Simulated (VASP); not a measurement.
# KF (P6_3mc) in VASP: relaxation of cell and atoms with PBEsol

Aim: the relaxation of cell and atoms of KF with PBEsol.

All numbers are computed with VASP 6.6.1; they aren't measurements. Logs are shortened: lines on timing, memory, paths and dates and some standing lists are left out, and cuts for length are marked.

### 1 The cell of the first run

It takes space group P6_3mc (No. 186, hexagonal). The conventional cell has a = 3.781 Å, b = 3.781 Å, c = 6.175 Å, α = 90.00°, β = 90.00°, γ = 120.00°. K (site symmetry 3m) has 4 F at 2.32 Å within 3.1 Å. Within 3.1 Å of F (site symmetry 3m) lie 4 K at 2.32 Å.

### 2 Relaxation of cell and atoms, PBEsol

INCAR reads:

```
PREC = Accurate ; ENCUT = 600
EDIFF = 1E-6 ; ISMEAR = -1
SIGMA = 0.03 ; LREAL = False
LASPH = True ; NELM = 80
ALGO = Normal ; ISIF = 3
LWAVE = False ; LCHARG = False
GGA = PS ; IBRION = 2
NSW = 100 ; EDIFFG = -0.01
```

KPOINTS reads:

```
regular mesh
0
Gamma
  6 6 4
```

POSCAR reads:

```
KF
1.0
    3.7813589656      0.0000000000      0.0000000000
   -1.8906794828      3.2747529250      0.0000000000
    0.0000000000      0.0000000000      6.1749591908
K F
2 2
Direct
    0.3333333333      0.6666666667      0.0000000000
    0.6666666667      0.3333333333      0.5000000000
    0.3333333333      0.6666666667      0.3750000000
    0.6666666667      0.3333333333      0.8750000000
```

Potentials or basis: VASP PAW PBE potentials, release 64 (K_sv, F).

The run is started by

```sh
cat potpaw_PBE.64/K_sv/POTCAR potpaw_PBE.64/F/POTCAR > POTCAR
mpirun -np 1 vasp_std > vasp.out
```

OUTCAR:

```text
PREC = Accurate
   ENCUT = 600
   EDIFF = 1E-6
   ISMEAR = -1
   LREAL = False
   LASPH = True
   NELM = 80
   ISIF = 3
   GGA = PS
   IBRION = 2
   NSW = 100
   EDIFFG = -0.01

 ion  position               nearest neighbor table
   1  0.333  0.667  0.000-   4 2.32   4 2.32   4 2.32   3 2.32   2 3.78   2 3.78   2 3.78   2 3.78
                             2 3.78   2 3.78
   2  0.667  0.333  0.500-   3 2.32   3 2.32   3 2.32   4 2.32   1 3.78   1 3.78   1 3.78   1 3.78
                             1 3.78   1 3.78
   3  0.333  0.667  0.375-   2 2.32   2 2.32   2 2.32   1 2.32
   4  0.667  0.333  0.875-   1 2.32   1 2.32   1 2.32   2 2.32

  LATTYP: Found a hexagonal cell.
 ALAT       =     3.7813589656
 C/A-ratio  =     1.6330000000

  Lattice vectors:

 A1 = (   3.7813589656,   0.0000000000,   0.0000000000)
 A2 = (  -1.8906794828,   3.2747529250,   0.0000000000)
 A3 = (   0.0000000000,   0.0000000000,   6.1749591908)

Analysis of symmetry for initial positions (statically):
=====================================================================
 Subroutine PRICEL returns:
 Original cell was already a primitive cell.

 Routine SETGRP: Setting up the symmetry group for a
 hexagonal supercell.

 Subroutine GETGRP returns: Found 12 space group operations
 (whereof  6 operations were pure point group operations)
 out of a pool of 24 trial point group operations.

The static configuration has the point symmetry C_3v.
 The point group associated with its full space group is C_6v.

Analysis of symmetry for dynamics (positions and initial velocities):
=====================================================================
 Subroutine PRICEL returns:
 Original cell was already a primitive cell.

 Routine SETGRP: Setting up the symmetry group for a
 hexagonal supercell.

 Subroutine GETGRP returns: Found 12 space group operations
 (whereof  6 operations were pure point group operations)
 out of a pool of 24 trial point group operations.

The dynamic configuration has the point symmetry C_3v.
 The point group associated with its full space group is C_6v.

 Subroutine INISYM returns: Found 12 space group operations
 (whereof  6 operations are pure point group operations),
 and found     1 'primitive' translations

----------------------------------------------------------------------------------------

                                     Primitive cell

  volume of cell :      76.4646

  direct lattice vectors                    reciprocal lattice vectors
     3.781358966  0.000000000  0.000000000     0.264455189  0.152683275  0.000000000
    -1.890679483  3.274752925  0.000000000     0.000000000  0.305366549  0.000000000
     0.000000000  0.000000000  6.174959191     0.000000000  0.000000000  0.161944390

  length of vectors
     3.781358966  3.781358966  6.174959191     0.305366549  0.305366549  0.161944390

  position of ions in fractional coordinates (direct lattice)
     0.333333333  0.666666667  0.000000000
     0.666666667  0.333333333  0.500000000
     0.333333333  0.666666667  0.375000000
     0.666666667  0.333333333  0.875000000

  ion indices of the primitive-cell ions
   primitive index   ion index
                 1           1
                 2           2
                 3           3
                 4           4

----------------------------------------------------------------------------------------

 KPOINTS: regular mesh

Automatic generation of k-mesh.
 Grid dimensions read from file:
 generate k-points for:    6    6    4

 Generating k-lattice:

  Cartesian coordinates                     Fractional coordinates (reciprocal lattice)
     0.044075865  0.025447212  0.000000000     0.166666667  0.000000000  0.000000000
     0.000000000  0.050894425  0.000000000     0.000000000  0.166666667  0.000000000
     0.000000000  0.000000000  0.040486098     0.000000000  0.000000000  0.250000000

  Length of vectors
     0.050894425  0.050894425  0.040486098

  Shift w.r.t. Gamma in fractional coordinates (k-lattice)
     0.000000000  0.000000000  0.000000000

 Subroutine IBZKPT returns following result:
 ===========================================

 Found     21 irreducible k-points:

 Following reciprocal coordinates:
            Coordinates               Weight
  0.000000  0.000000  0.000000      1.000000
  0.166667  0.000000  0.000000      6.000000
  0.333333  0.000000  0.000000      6.000000
  0.500000  0.000000  0.000000      3.000000
  0.166667  0.166667  0.000000      6.000000
  0.333333  0.166667  0.000000     12.000000
[... 13 lines left out ...]
  0.333333  0.166667  0.500000     12.000000
  0.333333  0.333333  0.500000      2.000000
   k-points           NKPTS =     21   k-points in BZ     NKDIM =     21   number of bands    NBANDS=     20
   number of dos      NEDOS =    301   number of ions     NIONS =      4
   total plane-waves  NPLWV =  45000
   dimension x,y,z NGX =    30 NGY =   30 NGZ =   50
   dimension x,y,z NGXF=    60 NGYF=   60 NGZF=  100
   ions per type =               2   2
   NGX,Y,Z   is equivalent  to a cutoff of  13.19, 13.19, 13.46 a.u.
   NGXF,Y,Z  is equivalent  to a cutoff of  26.38, 26.38, 26.92 a.u.
 SYSTEM =  unknown system
   PREC   = accura    normal or accurate (medium, high low for compatibility)
   ISTART =      0    job   : 0-new  1-cont  2-samecut
   ICHARG =      2    charge: 1-file 2-atom 10-const
   ISPIN  =      1    spin polarized calculation?
   LNONCOLLINEAR =      F non collinear calculations
   LSORBIT =      F    spin-orbit coupling
   LASPH  =      T    aspherical Exc in radial PAW
   ENCUT  =  600.0 eV  44.10 Ry    6.64 a.u.   7.55  7.55 12.33*2*pi/ulx,y,z
   NELM   =     80;   NELMIN=  2; NELMDL= -5     # of ELM steps
   EDIFF  = 0.1E-05   stopping-criterion for ELM
   LREAL  =      F    real-space projection
   EDIFFG = -.1E-01   stopping-criterion for IOM
   NSW    =    100    number of steps for IOM
   IBRION =      2    ionic relax: 0-MD 1-quasi-New 2-CG
   NFREE  =      1    steps in history (QN), initial steepest desc. (CG)
   ISIF   =      3    stress and relaxation
   ISYM   =      2    0-nonsym 1-usesym 2-fastsym
   POTIM  = 0.5000    time-step for ionic-motion
   TEBEG  =    0.0;   TEEND  =   0.0 temperature during run
   PSTRESS=    0.0 pullay stress
   NELECT =      32.0000    total number of electrons
   NUPDOWN=      -1.0000    fix difference up-down
   EMIN   =  10.00;   EMAX   =-10.00  energy-range for DOS
   EFERMI =   0.00;   METHOD = LEGACY
   ISMEAR =    -1;   SIGMA  =   0.03  broadening in eV -4-tet -1-fermi 0-gaus
   EFERMI_NEDOS =   21; number of points for ismear=-14 and -15
   IALGO  =     38    algorithm
   IMIX   =      4    mixing-type and parameters
     AMIX     =   0.40;   BMIX     =  1.00
     AMIX_MAG =   1.60;   BMIX_MAG =  1.00
  volume/ion in A,a.u.               =      19.12       129.00
  Fermi-wavevector in a.u.,A,eV,Ry     =   1.224535  2.314036 20.401755  1.499487
  Thomas-Fermi vector in A             =   2.359606
   LORBIT       =      0    0 simple, 1 ext, 2 COOP (PROOUT), +10 PAW based schemes
   GGA     = PS    functional components
   LHFCALC =     F    Hartree Fock is set to
   AEXX    =    0.0000 exact exchange contribution
   IVDW    =     0    specifies the selected vdW correction
   LEPSILON=     F    determine dielectric tensor
   LRPA    =     F    only Hartree local field effects (RPA)
 conjugate gradient relaxation of ions
 non-spin polarized calculation
  energy-cutoff  :      600.00
  volume of cell :       76.46
 maximum number of plane-waves:      2567
   NGX = 15   NGY = 15   NGZ = 25

--------------------------------------- Ionic step        1  -------------------------------------------

 number of electron      32.0000021 magnetization

 Free energy of the ion-electron system (eV)
  ---------------------------------------------------
  ext. energy  EPLUGINS =         0.00000000
  ---------------------------------------------------
  free energy    TOTEN  =       -15.98303930 eV

  energy without entropy =      -15.98303930  energy(sigma->0) =      -15.98303930

------------------------ aborting loop because EDIFF is reached ----------------------------------------

  FORCE on cell =-STRESS in cart. coord.  units (eV):
  Direction    XX          YY          ZZ          XY          YZ          ZX
  --------------------------------------------------------------------------------------
  -------------------------------------------------------------------------------------
  Total        5.7000325      5.7000325      5.4060826      0.0000000      0.0000000      0.0000000
  in kB      119.4338343    119.4338343    113.2746473      0.0000000      0.0000000      0.0000000
  external PRESSURE =     117.3807720 kB  Pullay stress =       0.0000000 kB
[... 95 lines left out ...]
  FREE ENERGIE OF THE ION-ELECTRON SYSTEM (eV)
  ---------------------------------------------------
  free  energy   TOTEN  =       -16.6387301321 eV

  energy  without entropy=      -16.6387301321  energy(sigma->0) =      -16.63873013

[... ionic steps 4 to 24 ...]

--------------------------------------- Ionic step       25  -------------------------------------------

 number of electron      32.0000040 magnetization

------------------------ aborting loop because EDIFF is reached ----------------------------------------

  FORCE on cell =-STRESS in cart. coord.  units (eV):
  Direction    XX          YY          ZZ          XY          YZ          ZX
  --------------------------------------------------------------------------------------
  -------------------------------------------------------------------------------------
  Total       -0.0069729     -0.0069729     -0.0829948      0.0000000     -0.0000000      0.0000000
  in kB       -0.1246139     -0.1246139     -1.4832233      0.0000000     -0.0000000      0.0000000
  external PRESSURE =      -0.5774837 kB  Pullay stress =       0.0000000 kB
[... 61 lines left out ...]
  energy  without entropy=      -16.8342428766  energy(sigma->0) =      -16.83424288

--------------------------------------- Ionic step       27  -------------------------------------------

 number of electron      32.0000039 magnetization

 Free energy of the ion-electron system (eV)
  ---------------------------------------------------
  ext. energy  EPLUGINS =         0.00000000
  ---------------------------------------------------
  free energy    TOTEN  =       -16.83438249 eV

  energy without entropy =      -16.83438249  energy(sigma->0) =      -16.83438249

 E-fermi :  -2.6503     XC(G=0):  -7.6218

 val. band max:       -3.3802307967   @ k =   0.0000   0.0000   0.0000
 cond. band min:       2.1379580347   @ k =   0.0000   0.0000   0.0000
 fundamental gap:      5.5181888315
 Fermi energy:        -2.6502665795

 k-point     1 :       0.0000    0.0000    0.0000
  band No.  band energies     occupation
      1     -29.3162      2.00000
      2     -29.1889      2.00000
      3     -21.9320      2.00000
      4     -21.9020      2.00000
      5     -13.1944      2.00000
      6     -12.9352      2.00000
[... 12 lines left out ...]
     19       7.1789      0.00000
[... 490 lines left out ...]
  FREE ENERGIE OF THE ION-ELECTRON SYSTEM (eV)
  ---------------------------------------------------
  free  energy   TOTEN  =       -16.8343824859 eV

  energy  without entropy=      -16.8343824859  energy(sigma->0) =      -16.83438249

 reached required accuracy - stopping structural energy minimisation
```

It took 12 min on 1 thread of Intel Xeon 6975P-C (Granite Rapids), shared host; peak memory 0.22 GiB.

Results:

```
Free energy                           : -16.8344 eV
Relaxed volume                        : 22.36 Å³/atom
Relaxed cell                          : a = 4.417 Å, b = 4.417 Å, c = 5.293 Å, α = 90.00°, β = 90.00°, γ = 120.00°
Space group after relaxing (to 0.1 Å) : P6_3/mmc (No. 194)
Energy gained by relaxing             : 212.8 meV/atom
Ionic steps                           : 27
Pressure after relaxing               : 0.0 GPa
Largest force after relaxing          : 0.006 eV/Å
Band gap on the k mesh                : 5.52 eV
```

Forces in eV/Å, atoms in the order of the input:
```
K    0.000  0.000 -0.006
K    0.000  0.000 -0.006
F    0.000  0.000  0.006
F    0.000  0.000  0.006
```

Stress tensor (GPa, compression positive):
```
 0.04  0.00  0.00
 0.00  0.04  0.00
 0.00  0.00 -0.05
```

Step by step:
```
step  energy change (eV)  largest force (eV/Å)  pressure (GPa)  volume (Å³)
   1              0.0000                0.0360           11.74        76.46
   2             -0.6345                0.0387            2.02        93.03
   3             -0.6557                0.0335           -1.17       104.81
   4             -0.6747                0.0358           -0.09       100.08
   5             -0.6747                0.0361            0.04        99.57
   6             -0.6755                0.0394            0.04        99.57
   7             -0.6776                0.0503            0.04        99.56
   8             -0.6803                0.0747            0.01        99.52
   9             -0.6809                0.1339           -0.05        99.37
  10             -0.6813                0.1130           -0.03        99.44
  11             -0.6819                0.1081           -0.03        99.42
  12             -0.6837                0.0969           -0.06        99.39
  13             -0.6868                0.0779           -0.11        99.32
  14             -0.6921                0.0487           -0.24        99.15
  15             -0.7032                0.0218           -0.57        98.73
  16             -0.7488                0.0532           -1.44        97.56
  17             -0.6271                0.6556           -0.67        93.81
  18             -0.7521                0.1074           -1.47        97.29
  19             -0.8044                0.0645           -2.02        95.75
  20             -0.8056                0.0394           -2.02        95.53
  21             -0.8469                0.0365            0.69        87.69
  22             -0.8503                0.0376            0.06        89.29
  23             -0.8503                0.0377            0.04        89.41
  24             -0.8510                0.0248           -0.02        89.52
  25             -0.8512                0.0114           -0.06        89.65
  26             -0.8512                0.0134           -0.05        89.63
  27             -0.8513                0.0059            0.01        89.44
```

Final structure:
```
CELL_PARAMETERS angstrom
4.41745 0.00000 0.00000
-2.20872 3.82562 0.00000
0.00000 0.00000 5.29276
ATOMIC_POSITIONS crystal
K 0.33333 0.66667 0.93791
K 0.66667 0.33333 0.43791
F 0.33333 0.66667 0.43709
F 0.66667 0.33333 0.93709
```

Caveat: the volume moved by over 15 % at a fixed basis, so the end points are rough; the structure was generated, so it needn't be the stable form of KF; the PAW data sets were made with another functional, which shifts forces and pressure a little.
